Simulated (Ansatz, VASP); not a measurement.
## One calculation of AlIn, two programs

Contents of INCAR:

```
PREC     = Accurate       # precision mode
ENCUT    = 520            # plane-wave cutoff, eV
EDIFF    = 1E-7           # SCF threshold, eV
ISMEAR   = -1             # smearing method
SIGMA    = 0.05           # smearing width, eV
LREAL    = False          # projectors in reciprocal space
LASPH    = True           # aspherical terms in the spheres
NELM     = 100            # most SCF steps
ALGO     = Normal         # electronic algorithm
ISIF     = 2              # what is computed and relaxed
LWAVE    = False          # write WAVECAR
LCHARG   = False          # write CHGCAR
GGA      = RP             # functional
NBANDS   = 15             # bands
```

The input KPOINTS:

```
regular mesh
0
Gamma
  6 6 3
```

File POSCAR:

```
AlIn
1.0
    3.0541300000      0.0000000000      0.0000000000
   -1.5270700000      2.6449600000      0.0000000000
    0.0000000000      0.0000000000      5.8280200000
Al In
1 1
Direct
    0.0000000000      0.0000000000      0.0000000000
    0.0000000000      0.0000000000      0.5000000000
```

input.yaml

```yaml
crystal:
  lattice:
    - [3.05413, 0.0, 0.0]
    - [-1.52707, 2.64496, 0.0]
    - [0.0, 0.0, 5.82802]
  atoms:
    - { symbol: Al, position: [0.0, 0.0, 0.0] }
    - { symbol: In, position: [0.0, 0.0, 0.5] }
hamiltonian:
  xc: rpbe
  pseudopotentials: { kind: paw }
kpoints:
  mp_grid: { grid: [6, 6, 3] }
  band_path:
    path:
      - [[0.0, 0.0, 0.0], [0.5, 0.0, 0.0], [0.3333333333, 0.3333333333, 0.0], [0.0, 0.0, 0.0], [0.0, 0.0, 0.5], [0.5, 0.0, 0.5], [0.3333333333, 0.3333333333, 0.5], [0.0, 0.0, 0.5]]
      - [[0.5, 0.0, 0.5], [0.5, 0.0, 0.0]]
      - [[0.3333333333, 0.3333333333, 0.0], [0.3333333333, 0.3333333333, 0.5]]
    npoints: 14
scf:
  occupations: { method: fermi_dirac, width: 0.05 }
  n_extra_bands: 6
output:
  forces: true
  stress: true
  eigenvalues: true
  fatbands: false
```

Alike in both runs: functional RPBE; k mesh 6 × 6 × 3; occupations fermi-dirac, width 0.05 eV; no spin polarisation.

|  | VASP | Ansatz |
| --- | --- | --- |
| version | VASP 6.6.1 | Ansatz 0.2.0 |
| potentials or method | VASP PAW PBE potentials, release 64 (Al, In_d) | Ansatz PAW |
| plane-wave cutoff (eV) | 520 | 420 |
| valence electrons in the cell | 16 | 16 |
| task | single point | band structure |

|  | VASP | Ansatz | Ansatz less VASP |
| --- | --- | --- | --- |
| gap on the k mesh at the Fermi level (eV) | none | none | - |
| pressure (GPa) | 1.2 | 1.3 | +0.05 |
| traceless stress, the component that is largest in VASP (GPa) | -0.45 | -0.45 | +0.004 |

VASP's potentials were made for PBE, not for RPBE. A gap of «none» marks a metal or a gap that the smearing closes.

The k mesh is coarse, so the values compare programs but aren't converged.
